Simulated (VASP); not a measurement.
Here is a VASP 6.6.1 calculation.

The input INCAR:

```
ALGO     = Fast           # electronic algorithm
EDIFF    = 1E-7           # SCF threshold, eV
ENCUT    = 520            # plane-wave cutoff, eV
GGA      = PS             # functional
ISIF     = 2              # what is computed and relaxed
ISMEAR   = 0              # smearing method
LASPH    = True           # aspherical terms in the spheres
LCHARG   = False          # write CHGCAR
LREAL    = False          # projectors in reciprocal space
LWAVE    = False          # write WAVECAR
NBANDS   = 12             # bands
NELM     = 100            # most SCF steps
PREC     = Accurate       # precision mode
SIGMA    = 0.15           # smearing width, eV
```

The input KPOINTS:

```
k-points
0
Gamma
  22 22 22
```

The input POSCAR:

```
Ti
1.0
   -1.4888676499      1.4888676499      2.1633246953
    1.4888676499     -1.4888676499      2.1633246953
    1.4888676499      1.4888676499     -2.1633246953
Ti
1
Direct
    0.0000000000      0.0000000000      0.0000000000
```

Potentials or basis: VASP PAW PBE potentials, release 64 (Ti_sv).

Launch:

```console
$ cat potpaw_PBE.64/Ti_sv/POTCAR > POTCAR
$ mpirun -np 1 vasp_std > vasp.out
```

(1) What does it give for the pressure?

(2) Estimate the band gap on the k mesh.

Results:

(1) -12.6 GPa.

(2) zero (band 6 reaches 7.84 eV, above the bottom of band 7 at 6.65 eV).

Caveat: the PAW data sets were made with another functional, which shifts forces and pressure a little.
